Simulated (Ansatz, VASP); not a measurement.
**One calculation of La3GaN4, two programs**

File INCAR:

```
SYSTEM = La3GaN4
PREC = Accurate
ENCUT = 520
EDIFF = 1E-6
ISMEAR = -1
SIGMA = 0.02
LREAL = .FALSE.
LASPH = .TRUE.
NELM = 100
ALGO = Normal
ISIF = 2
LWAVE = .FALSE.
LCHARG = .TRUE.
GGA = PE
LELF = .TRUE.
LVHAR = .TRUE.
NBANDS = 43
```

Contents of KPOINTS:

```
Automatic mesh
0
G
  8 8 4
  0 0 0
```

POSCAR

```
La3GaN4
1.0
    6.4526711326     -1.9423512531      0.0277364043
    6.4526711326      1.9423512531      0.0277364043
   -2.7985635147      0.0000000000      5.9177141034
Ga La N
1 3 4
Direct
    0.9821310980      0.9821310980      0.3260307318
    0.2920127806      0.2920127806      0.9852907430
    0.5177102890      0.5177102890      0.7935867881
    0.7227707993      0.7227707993      0.4585101073
    0.8144943621      0.8144943621      0.2025571686
    0.0813634011      0.0813634011      0.6445279993
    0.3276100652      0.3276100652      0.6528615283
    0.5119072048      0.5119072048      0.1866349337
```

Input for Ansatz:

```yaml
crystal:
  lattice:
    - [6.4526711326, -1.9423512531, 0.0277364043]
    - [6.4526711326, 1.9423512531, 0.0277364043]
    - [-2.7985635147, 0.0, 5.9177141034]
  atoms:
    - { symbol: Ga, position: [0.982131098, 0.982131098, 0.3260307318] }
    - { symbol: La, position: [0.2920127806, 0.2920127806, 0.985290743] }
    - { symbol: "N", position: [0.8144943621, 0.8144943621, 0.2025571686] }
    - { symbol: "N", position: [0.0813634011, 0.0813634011, 0.6445279993] }
    - { symbol: La, position: [0.517710289, 0.517710289, 0.7935867881] }
    - { symbol: La, position: [0.7227707993, 0.7227707993, 0.4585101073] }
    - { symbol: "N", position: [0.3276100652, 0.3276100652, 0.6528615283] }
    - { symbol: "N", position: [0.5119072048, 0.5119072048, 0.1866349337] }
kpoints:
  mp_grid: { grid: [8, 8, 4] }
  band_path:
    path:
      - [[0.0, 0.0, 0.0], [-0.2776063280148, 0.2776063280148, 2.455784225268e-17]]
      - [[0.2776063280148, 0.7223936719852, 1.096952698289e-16], [0.5, 0.5, 7.435577336818e-17], [0.0, 0.0, 0.0], [0.5, 0.5, -0.5], [0.254550332188, 0.745449667812, -0.5]]
      - [[-0.254550332188, 0.254550332188, -0.5], [3.841118049032e-19, 3.841118049032e-19, -0.5], [0.0, 0.0, 0.0]]
      - [[-4.013678928765e-17, 0.5, -0.5], [0.0, 0.0, 0.0], [-2.191588068174e-17, 0.5, 5.484763491444e-17]]
    npoints: 10
hamiltonian:
  xc: pbe
scf:
  occupations: { method: fermi_dirac, width: 0.02 }
  n_extra_bands: 6
output:
  forces: true
  stress: true
  eigenvalues: true
```

Alike in both runs: task single point; functional PBE; k mesh 8 × 8 × 4; occupations fermi-dirac, width 0.02 eV; no spin polarisation.

```csv
,VASP,Ansatz
version,VASP 6.6.1,Ansatz 0.2.0
potentials or method,"VASP PAW PBE potentials, release 64 (Ga_d, La, N)","plane waves, PAW"
plane-wave cutoff (eV),520,420
valence electrons in the cell,66,66
```

Ansatz gave:

| Quantity | Value |
| --- | --- |
| pressure (GPa) | 1.3 |
| rms of the force components (eV/Å) | 0.089 |

Question: Estimate VASP's values.

Answer: Pressure (GPa): 1.1; rms of the force components (eV/Å): 0.098.

The functional is the same, so the differences come from potentials, cutoffs and numerics.

Neither program's run includes spin-orbit coupling.
